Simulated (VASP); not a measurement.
# AlP (vca) (F-43m) in VASP: relaxation of the atoms with PBEsol

Aim: the relaxation of the atoms of AlP (vca) with PBEsol.

All numbers are computed with VASP 6.6.1; they aren't measurements. Logs are shortened: lines on timing, memory, paths and dates and some standing lists are left out, and cuts for length are marked.

### Step 1. The cell of the first run

The structure is cubic, space group F-43m (No. 216). Conventional cell: a = 5.464 Å, b = 5.464 Å, c = 5.464 Å, α = 90.00°, β = 90.00°, γ = 90.00°. Within 3.1 Å of Al (site symmetry -43m) lie 4 P at 2.37 Å. Within 3.1 Å of P (site symmetry -43m) lie 4 Al at 2.37 Å.

### Step 2. Relaxation of the atoms, PBEsol

Input file INCAR:

```
PREC = Accurate
ENCUT = 450
EDIFF = 1E-7
ISMEAR = 0
SIGMA = 0.02
LREAL = False
LASPH = True
NELM = 120
ALGO = Normal
ISIF = 2
LWAVE = False
LCHARG = False
GGA = PS
IBRION = 2
NSW = 80
EDIFFG = -0.004
GGA_COMPAT = False
NELMIN = 4
```

Input file KPOINTS:

```
regular mesh
0
Gamma
  8 8 8
```

Input file POSCAR:

```
AlP
1.0
    0.0000000000      2.7320000000      2.7320000000
    2.7320000000      0.0000000000      2.7320000000
    2.7320000000      2.7320000000      0.0000000000
Al P
1 1
Direct
    0.0000000000      0.0000000000      0.0000000000
    0.2500000000      0.2500000000      0.2500000000
```

Potentials or basis: VASP PAW PBE potentials, release 64 (Al, P).

On the command line:

```console
cat potpaw_PBE.64/Al/POTCAR potpaw_PBE.64/P/POTCAR > POTCAR
mpirun -np 1 vasp_std > vasp.out
```

OUTCAR:

```text
PREC = Accurate
   ENCUT = 450
   EDIFF = 1E-7
   ISMEAR = 0
   LREAL = False
   LASPH = True
   NELM = 120
   ISIF = 2
   GGA = PS
   IBRION = 2
   NSW = 80
   EDIFFG = -0.004
   NELMIN = 4

 ion  position               nearest neighbor table
   1  0.000  0.000  0.000-   2 2.37   2 2.37   2 2.37   2 2.37
   2  0.250  0.250  0.250-   1 2.37   1 2.37   1 2.37   1 2.37

  LATTYP: Found a face centered cubic cell.
 ALAT       =     5.4640000000

  Lattice vectors:

 A1 = (   0.0000000000,   2.7320000000,   2.7320000000)
 A2 = (   2.7320000000,   0.0000000000,   2.7320000000)
 A3 = (   2.7320000000,   2.7320000000,   0.0000000000)

Analysis of symmetry for initial positions (statically):
=====================================================================
 Subroutine PRICEL returns:
 Original cell was already a primitive cell.

 Routine SETGRP: Setting up the symmetry group for a
 face centered cubic supercell.

 Subroutine GETGRP returns: Found 24 space group operations
 (whereof 24 operations were pure point group operations)
 out of a pool of 48 trial point group operations.

The static configuration has the point symmetry T_d .

Analysis of symmetry for dynamics (positions and initial velocities):
=====================================================================
 Subroutine PRICEL returns:
 Original cell was already a primitive cell.

 Routine SETGRP: Setting up the symmetry group for a
 face centered cubic supercell.

 Subroutine GETGRP returns: Found 24 space group operations
 (whereof 24 operations were pure point group operations)
 out of a pool of 48 trial point group operations.

The dynamic configuration has the point symmetry T_d .

 Subroutine INISYM returns: Found 24 space group operations
 (whereof 24 operations are pure point group operations),
 and found     1 'primitive' translations

----------------------------------------------------------------------------------------

                                     Primitive cell

  volume of cell :      40.7823

  direct lattice vectors                    reciprocal lattice vectors
     0.000000000  2.732000000  2.732000000    -0.183016105  0.183016105  0.183016105
     2.732000000  0.000000000  2.732000000     0.183016105 -0.183016105  0.183016105
     2.732000000  2.732000000  0.000000000     0.183016105  0.183016105 -0.183016105

  length of vectors
     3.863631452  3.863631452  3.863631452     0.316993193  0.316993193  0.316993193

  position of ions in fractional coordinates (direct lattice)
     0.000000000  0.000000000  0.000000000
     0.250000000  0.250000000  0.250000000

  ion indices of the primitive-cell ions
   primitive index   ion index
                 1           1
                 2           2

----------------------------------------------------------------------------------------

 KPOINTS: regular mesh

Automatic generation of k-mesh.
 Grid dimensions read from file:
 generate k-points for:    8    8    8

 Generating k-lattice:

  Cartesian coordinates                     Fractional coordinates (reciprocal lattice)
    -0.022877013  0.022877013  0.022877013     0.125000000  0.000000000  0.000000000
     0.022877013 -0.022877013  0.022877013     0.000000000  0.125000000  0.000000000
     0.022877013  0.022877013 -0.022877013     0.000000000  0.000000000  0.125000000

  Length of vectors
     0.039624149  0.039624149  0.039624149

  Shift w.r.t. Gamma in fractional coordinates (k-lattice)
     0.000000000  0.000000000  0.000000000

 Subroutine IBZKPT returns following result:
 ===========================================

 Found     29 irreducible k-points:

 Following reciprocal coordinates:
            Coordinates               Weight
  0.000000  0.000000  0.000000      1.000000
  0.125000  0.000000  0.000000      8.000000
  0.250000  0.000000  0.000000      8.000000
  0.375000  0.000000  0.000000      8.000000
  0.500000  0.000000  0.000000      4.000000
  0.125000  0.125000  0.000000      6.000000
[... 16 lines left out ...]
  0.500000  0.250000  0.125000     48.000000
 -0.375000  0.250000  0.125000     24.000000
 [... further k-points ...]
   k-points           NKPTS =     29   k-points in BZ     NKDIM =     29   number of bands    NBANDS=      8
   number of dos      NEDOS =    301   number of ions     NIONS =      2
   total plane-waves  NPLWV =  21952
   dimension x,y,z NGX =    28 NGY =   28 NGZ =   28
   dimension x,y,z NGXF=    56 NGYF=   56 NGZF=   56
   ions per type =               1   1
   NGX,Y,Z   is equivalent  to a cutoff of  12.05, 12.05, 12.05 a.u.
   NGXF,Y,Z  is equivalent  to a cutoff of  24.10, 24.10, 24.10 a.u.
 SYSTEM =  unknown system
   PREC   = accura    normal or accurate (medium, high low for compatibility)
   ISTART =      0    job   : 0-new  1-cont  2-samecut
   ICHARG =      2    charge: 1-file 2-atom 10-const
   ISPIN  =      1    spin polarized calculation?
   LNONCOLLINEAR =      F non collinear calculations
   LSORBIT =      F    spin-orbit coupling
   LASPH  =      T    aspherical Exc in radial PAW
   ENCUT  =  450.0 eV  33.07 Ry    5.75 a.u.   6.68  6.68  6.68*2*pi/ulx,y,z
   NELM   =    120;   NELMIN=  4; NELMDL= -5     # of ELM steps
   EDIFF  = 0.1E-06   stopping-criterion for ELM
   LREAL  =      F    real-space projection
   EDIFFG = -.4E-02   stopping-criterion for IOM
   NSW    =     80    number of steps for IOM
   IBRION =      2    ionic relax: 0-MD 1-quasi-New 2-CG
   NFREE  =      1    steps in history (QN), initial steepest desc. (CG)
   ISIF   =      2    stress and relaxation
   ISYM   =      2    0-nonsym 1-usesym 2-fastsym
   POTIM  = 0.5000    time-step for ionic-motion
   TEBEG  =    0.0;   TEEND  =   0.0 temperature during run
   PSTRESS=    0.0 pullay stress
   NELECT =       8.0000    total number of electrons
   NUPDOWN=      -1.0000    fix difference up-down
   EMIN   =  10.00;   EMAX   =-10.00  energy-range for DOS
   EFERMI =   0.00;   METHOD = LEGACY
   ISMEAR =     0;   SIGMA  =   0.02  broadening in eV -4-tet -1-fermi 0-gaus
   EFERMI_NEDOS =   21; number of points for ismear=-14 and -15
   IALGO  =     38    algorithm
   IMIX   =      4    mixing-type and parameters
     AMIX     =   0.40;   BMIX     =  1.00
     AMIX_MAG =   1.60;   BMIX_MAG =  1.00
  volume/ion in A,a.u.               =      20.39       137.61
  Fermi-wavevector in a.u.,A,eV,Ry     =   0.951220  1.797544 12.310807  0.904819
  Thomas-Fermi vector in A             =   2.079669
   LORBIT       =      0    0 simple, 1 ext, 2 COOP (PROOUT), +10 PAW based schemes
   GGA     = PS    functional components
   LHFCALC =     F    Hartree Fock is set to
   AEXX    =    0.0000 exact exchange contribution
   IVDW    =     0    specifies the selected vdW correction
   LEPSILON=     F    determine dielectric tensor
   LRPA    =     F    only Hartree local field effects (RPA)
 conjugate gradient relaxation of ions
 non-spin polarized calculation
 Gauss-broadening in eV      SIGMA  =   0.02
  energy-cutoff  :      450.00
  volume of cell :       40.78
 maximum number of plane-waves:       905
   NGX = 13   NGY = 13   NGZ = 13

 number of electron       8.0000000 magnetization

 Free energy of the ion-electron system (eV)
  ---------------------------------------------------
  ext. energy  EPLUGINS =         0.00000000
  ---------------------------------------------------
  free energy    TOTEN  =       -10.99485003 eV

  energy without entropy =      -10.99485003  energy(sigma->0) =      -10.99485003

 E-fermi :   4.5954     XC(G=0):  -9.3565

 val. band max:        4.5153590133   @ k =   0.0000   0.0000   0.0000
 cond. band min:       5.9579597423   @ k =   0.5000   0.5000   0.0000
 fundamental gap:      1.4426007290
 Fermi energy:         4.5954228417

 k-point     1 :       0.0000    0.0000    0.0000
  band No.  band energies     occupation
      1      -6.9997      2.00000
      2       4.5154      2.00000
      3       4.5154      2.00000
      4       4.5154      2.00000
      5       7.7002      0.00000
      6       9.0244      0.00000
      7       9.0244      0.00000
      8       9.0244      0.00000

 k-point     2 :       0.1250    0.0000    0.0000
  band No.  band energies     occupation
      1      -6.8265      2.00000
      2       3.2744      2.00000
      3       4.3659      2.00000
      4       4.3659      2.00000
      5       8.1338      0.00000
      6       9.3089      0.00000
      7       9.3089      0.00000
      8       9.5323      0.00000

 k-point     3 :       0.2500    0.0000    0.0000
  band No.  band energies     occupation
      1      -6.3387      2.00000
      2       1.3126      2.00000
      3       4.0701      2.00000
      4       4.0701      2.00000
      5       7.7545      0.00000
      6       9.6087      0.00000
      7       9.6087      0.00000
      8      11.3443      0.00000

 k-point     4 :       0.3750    0.0000    0.0000
  band No.  band energies     occupation
      1      -5.6811      2.00000
      2      -0.3383      2.00000
      3       3.8344      2.00000
      4       3.8344      2.00000
      5       7.3763      0.00000
      6       9.4091      0.00000
      7       9.4091      0.00000
      8      12.5136      0.00000

 k-point     5 :       0.5000    0.0000    0.0000
  band No.  band energies     occupation
      1      -5.3067      2.00000
      2      -1.0560      2.00000
      3       3.7490      2.00000
      4       3.7490      2.00000
      5       7.2403      0.00000
      6       9.2629      0.00000
      7       9.2629      0.00000
      8      12.5894      0.00000

 k-point     6 :       0.1250    0.1250    0.0000
  band No.  band energies     occupation
      1      -6.7685      2.00000
      2       3.3882      2.00000
      3       4.0373      2.00000
      4       4.0373      2.00000
      5       8.3933      0.00000
      6       8.8139      0.00000
      7       9.8158      0.00000
      8       9.8158      0.00000

 k-point     7 :       0.2500    0.1250    0.0000
  band No.  band energies     occupation
      1      -6.3831      2.00000
      2       1.8762      2.00000
      3       3.6666      2.00000
      4       3.7347      2.00000
      5       8.1641      0.00000
      6       9.2236      0.00000
      7      10.2102      0.00000
      8      10.4052      0.00000
[... 133 lines left out ...]
 k-point    20 :      -0.3750    0.3750    0.0000
  band No.  band energies     occupation
      1      -4.6701      2.00000
      2      -0.5281      2.00000
      3       1.0464      2.00000
      4       2.7689      2.00000
      5       6.8323      0.00000
      6       9.5459      0.00000
      7      12.9168      0.00000
      8      13.1906      0.00000

 k-point    21 :       0.5000    0.5000    0.0000
  band No.  band energies     occupation
      1      -4.6400      2.00000
      2      -0.8174      2.00000
      3       2.3956      2.00000
      4       2.3956      2.00000
      5       5.9580      0.00000
      6       6.8836      0.00000
      7      15.4896      0.00000
      8      15.4896      0.00000

 k-point    22 :       0.3750    0.2500    0.1250
  band No.  band energies     occupation
      1      -5.9255      2.00000
      2       0.9947      2.00000
      3       2.5954      2.00000
      4       3.5929      2.00000
      5       8.2869      0.00000
      6       9.2654      0.00000
      7       9.8758      0.00000
      8      11.2724      0.00000

 k-point    23 :       0.5000    0.2500    0.1250
  band No.  band energies     occupation
      1      -5.3229      2.00000
      2      -0.1230      2.00000
      3       2.0249      2.00000
      4       3.2041      2.00000
      5       8.3806      0.00000
      6       9.2266      0.00000
      7      10.4773      0.00000
      8      11.5584      0.00000

 k-point    24 :      -0.3750    0.2500    0.1250
  band No.  band energies     occupation
      1      -4.9916      2.00000
      2      -0.6883      2.00000
      3       1.8903      2.00000
      4       3.0142      2.00000
      5       8.3778      0.00000
      6       8.9563      0.00000
      7      11.3467      0.00000
      8      12.1391      0.00000

 [... further k-points ...]

------------------------ aborting loop because EDIFF is reached ----------------------------------------

  FORCE on cell =-STRESS in cart. coord.  units (eV):
  Direction    XX          YY          ZZ          XY          YZ          ZX
  --------------------------------------------------------------------------------------
  -------------------------------------------------------------------------------------
  Total        0.0885912      0.0885912      0.0885912      0.0000000      0.0000000     -0.0000000
  in kB        3.4803988      3.4803988      3.4803988      0.0000000      0.0000000     -0.0000000
  external PRESSURE =       3.4803988 kB  Pullay stress =       0.0000000 kB

 VOLUME and BASIS-vectors are now :
 -----------------------------------------------------------------------------
  energy-cutoff  :      450.00
  volume of cell :       40.78
      direct lattice vectors                 reciprocal lattice vectors
     0.000000000  2.732000000  2.732000000    -0.183016105  0.183016105  0.183016105
     2.732000000  0.000000000  2.732000000     0.183016105 -0.183016105  0.183016105
     2.732000000  2.732000000  0.000000000     0.183016105  0.183016105 -0.183016105

 POSITION                                       TOTAL-FORCE (eV/Angst)
 -----------------------------------------------------------------------------------
      0.00000      0.00000      0.00000        -0.000000     -0.000000      0.000000
      1.36600      1.36600      1.36600         0.000000      0.000000     -0.000000
 -----------------------------------------------------------------------------------
    total drift:                                0.000000      0.000000      0.000000

  FREE ENERGIE OF THE ION-ELECTRON SYSTEM (eV)
  ---------------------------------------------------
  free  energy   TOTEN  =       -10.9948500268 eV

  energy  without entropy=      -10.9948500268  energy(sigma->0) =      -10.99485003

 reached required accuracy - stopping structural energy minimisation
```

Run time: 14 s. Hardware: 1 thread of Intel Xeon 8259CL, shared host; peak memory 0.15 GiB.

What came out:

```
Free energy             : -10.9949 eV
Pressure after relaxing : 0.3 GPa
Band gap on the k mesh  : 1.44 eV, indirect (least direct gap 3.18 eV)
```

Final structure:
```
Al P
1.0
     0.00000    2.73200    2.73200
     2.73200    0.00000    2.73200
     2.73200    2.73200    0.00000
Al P
1 1
Direct
  0.00000 0.00000 0.00000
  0.25000 0.25000 0.25000
```

Caveat: the relaxation stopped at its first step, so nothing moved; the PAW data sets were made with another functional, which shifts forces and pressure a little. A hybrid or GW would open this gap; PBEsol tends to underestimate it.
